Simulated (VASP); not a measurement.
# BeB12 (Pm-3m) in VASP: notebook, part 2 of 2

VASP 6.6.1. Earlier steps stand in the parts before.

### Step 3. Relaxation of cell and atoms, PBE

This run uses another cell than the first one, of 9.20 Å³/atom, 1.154 times its volume.

File INCAR:

```
PREC = Accurate
ENCUT = 600
EDIFF = 1E-6
ISMEAR = 0
SIGMA = 0.1
LREAL = F
LASPH = T
NELM = 80
ALGO = Normal
ISIF = 3
LWAVE = F
LCHARG = F
GGA = PE
IBRION = 2
NSW = 100
EDIFFG = -0.01
```

File KPOINTS:

```
regular mesh
0
Gamma
  8 8 8
```

File POSCAR:

```
BeB12
1.0
    4.9264211134      0.0000000000      0.0000000000
    0.0000000000      4.9264211134      0.0000000000
    0.0000000000      0.0000000000      4.9264211134
Be B
1 12
Direct
    0.5000000000      0.5000000000      0.5000000000
    0.2489515257      0.5000000000      0.0000000000
    0.7510484743      0.5000000000      0.0000000000
    0.0000000000      0.2489515257      0.5000000000
    0.0000000000      0.7510484743      0.5000000000
    0.5000000000      0.0000000000      0.2489515257
    0.5000000000      0.0000000000      0.7510484743
    0.5000000000      0.2489515257      0.0000000000
    0.5000000000      0.7510484743      0.0000000000
    0.2489515257      0.0000000000      0.5000000000
    0.7510484743      0.0000000000      0.5000000000
    0.0000000000      0.5000000000      0.7510484743
    0.0000000000      0.5000000000      0.2489515257
```

Potentials or basis: VASP PAW PBE potentials, release 64 (Be, B).

Run with:

```console
cat potpaw_PBE.64/Be/POTCAR potpaw_PBE.64/B/POTCAR > POTCAR
mpirun -np 1 vasp_std > vasp.out
```

OUTCAR:

```text
PREC = Accurate
   ENCUT = 600
   EDIFF = 1E-6
   ISMEAR = 0
   LREAL = F
   LASPH = T
   NELM = 80
   ISIF = 3
   GGA = PE
   IBRION = 2
   NSW = 100
   EDIFFG = -0.01

 ion  position               nearest neighbor table
   1  0.500  0.500  0.500-
   2  0.249  0.500  0.000-  12 1.73  13 1.73   8 1.75   9 1.75
   3  0.751  0.500  0.000-  12 1.73  13 1.73   8 1.75   9 1.75
   4  0.000  0.249  0.500-  10 1.73  11 1.73  12 1.75  13 1.75
   5  0.000  0.751  0.500-  10 1.73  11 1.73  12 1.75  13 1.75
   6  0.500  0.000  0.249-   8 1.73   9 1.73  10 1.75  11 1.75
   7  0.500  0.000  0.751-   8 1.73   9 1.73  10 1.75  11 1.75
   8  0.500  0.249  0.000-   6 1.73   7 1.73   2 1.75   3 1.75
   9  0.500  0.751  0.000-   6 1.73   7 1.73   2 1.75   3 1.75
  10  0.249  0.000  0.500-   4 1.73   5 1.73   6 1.75   7 1.75
  11  0.751  0.000  0.500-   4 1.73   5 1.73   6 1.75   7 1.75
  12  0.000  0.500  0.751-   2 1.73   3 1.73   4 1.75   5 1.75
  13  0.000  0.500  0.249-   2 1.73   3 1.73   4 1.75   5 1.75

  LATTYP: Found a simple cubic cell.
 ALAT       =     4.9264211134

  Lattice vectors:

 A1 = (   4.9264211134,   0.0000000000,   0.0000000000)
 A2 = (   0.0000000000,   4.9264211134,   0.0000000000)
 A3 = (   0.0000000000,   0.0000000000,   4.9264211134)

[... 201 lines left out ...]

  FORCE on cell =-STRESS in cart. coord.  units (eV):
  Direction    XX          YY          ZZ          XY          YZ          ZX
  --------------------------------------------------------------------------------------
  -------------------------------------------------------------------------------------
  Total       -0.5115056     -0.5115056     -0.5115056     -0.0000000     -0.0000000      0.0000000
  in kB       -6.8543521     -6.8543521     -6.8543521     -0.0000000     -0.0000000      0.0000000
  external PRESSURE =      -6.8543521 kB  Pullay stress =       0.0000000 kB
[... 81 lines left out ...]
--------------------------------------- Ionic step        3  -------------------------------------------

 number of electron      38.0000000 magnetization

 Free energy of the ion-electron system (eV)
  ---------------------------------------------------
  ext. energy  EPLUGINS =         0.00000000
  ---------------------------------------------------
  free energy    TOTEN  =       -70.91219295 eV

  energy without entropy =      -70.88894436  energy(sigma->0) =      -70.90056866

 E-fermi :   3.7842     XC(G=0): -10.4544

 val. band max:        3.7701363198   @ k =   0.5000   0.5000   0.3750
 cond. band min:       3.8051163473   @ k =   0.2500   0.1250   0.0000
 fundamental gap:      0.0349800275
 Fermi energy:         3.7841704035

 k-point     1 :       0.0000    0.0000    0.0000
  band No.  band energies     occupation
      1      -9.4672      2.00000
      2      -6.2897      2.00000
      3      -6.2897      2.00000
      4      -3.7959      2.00000
      5      -3.7959      2.00000
      6      -3.7959      2.00000
[... 685 lines left out ...]
     25       5.9798      0.00000
     26       7.8627      0.00000

 [... further k-points ...]
[... 5 lines left out ...]
  --------------------------------------------------------------------------------------
  -------------------------------------------------------------------------------------
  Total       -0.0438424     -0.0438424     -0.0438424     -0.0000000     -0.0000000      0.0000000
  in kB       -0.5899545     -0.5899545     -0.5899545     -0.0000000     -0.0000000      0.0000000
  external PRESSURE =      -0.5899545 kB  Pullay stress =       0.0000000 kB
[... 28 lines left out ...]
  FREE ENERGIE OF THE ION-ELECTRON SYSTEM (eV)
  ---------------------------------------------------
  free  energy   TOTEN  =       -70.9121929518 eV

  energy  without entropy=      -70.8889443631  energy(sigma->0) =      -70.90056866

 reached required accuracy - stopping structural energy minimisation
```

OSZICAR:

```text
N       E                     dE             d eps       ncg     rms          rms(c)
DAV:   1     0.105192586502E+03    0.10519E+03   -0.18633E+04  1820   0.145E+03
DAV:   2    -0.663277675064E+02   -0.17152E+03   -0.16603E+03  2410   0.241E+02
DAV:   3    -0.754042750620E+02   -0.90765E+01   -0.86355E+01  2304   0.525E+01
DAV:   4    -0.756589973365E+02   -0.25472E+00   -0.25172E+00  2126   0.858E+00
[... 20 lines left out ...]
DAV:   1    -0.709122858890E+02   -0.35558E-03   -0.11972E-02  1832   0.663E-01    0.559E-02
DAV:   2    -0.709122174571E+02    0.68432E-04   -0.45780E-04  1944   0.127E-01    0.273E-02
DAV:   3    -0.709121949991E+02    0.22458E-04   -0.69225E-05  1942   0.424E-02    0.531E-03
DAV:   4    -0.709121937343E+02    0.12648E-05   -0.15432E-05  2032   0.199E-02    0.365E-03
DAV:   5    -0.709121929518E+02    0.78252E-06   -0.12673E-06   986   0.660E-03
   3 F= -.70912193E+02 E0= -.70900569E+02  d E =-.191125E-02
```

It took 5.6 min on 1 thread of Intel Xeon 8259CL, shared host; peak memory 0.3 GiB.

What came out:

| Quantity | Value |
| --- | --- |
| Free energy | -70.9122 eV |
| Relaxed volume | 9.16 Å³/atom |
| Relaxed cell | a = 4.920 Å, b = 4.920 Å, c = 4.920 Å, α = 90.00°, β = 90.00°, γ = 90.00° |
| Space group after relaxing (to 0.05 Å) | Pm-3m (No. 221) |
| Energy gained by relaxing | 0.1 meV/atom |
| Ionic steps | 3 |
| Pressure after relaxing | -0.1 GPa |
| Largest force after relaxing | 0.007 eV/Å |
| Band gap on the k mesh | zero (band 19 reaches 4.06 eV, above the bottom of band 20 at 2.28 eV) |

Forces in eV/Å, atoms in the order of the input:
```
Be   0.000  0.000  0.000
B   -0.007  0.000  0.000
B    0.007  0.000  0.000
B    0.000 -0.007  0.000
B    0.000  0.007  0.000
B    0.000  0.000 -0.007
B    0.000  0.000  0.007
B    0.000 -0.007  0.000
B    0.000  0.007  0.000
B   -0.007  0.000  0.000
B    0.007  0.000  0.000
B    0.000  0.000  0.007
B    0.000  0.000 -0.007
```

Step by step:
| step | energy change (eV) | largest force (eV/Å) | pressure (GPa) | volume (Å³) |
| --- | --- | --- | --- | --- |
| 1 | 0.0000 | 0.0629 | -0.69 | 119.56 |
| 2 | -0.0016 | 0.0336 | 0.17 | 118.88 |
| 3 | -0.0019 | 0.0072 | -0.06 | 119.07 |

Final structure:
```
Be B
1.0
     4.91959    0.00000    0.00000
     0.00000    4.91959    0.00000
     0.00000    0.00000    4.91959
Be B
1 12
Direct
  0.50000 0.50000 0.50000
  0.24940 0.50000 0.00000
  0.75060 0.50000 0.00000
  0.00000 0.24940 0.50000
  0.00000 0.75060 0.50000
  0.50000 0.00000 0.24940
  0.50000 0.00000 0.75060
  0.50000 0.24940 0.00000
  0.50000 0.75060 0.00000
  0.24940 0.00000 0.50000
  0.75060 0.00000 0.50000
  0.00000 0.50000 0.75060
  0.00000 0.50000 0.24940
```
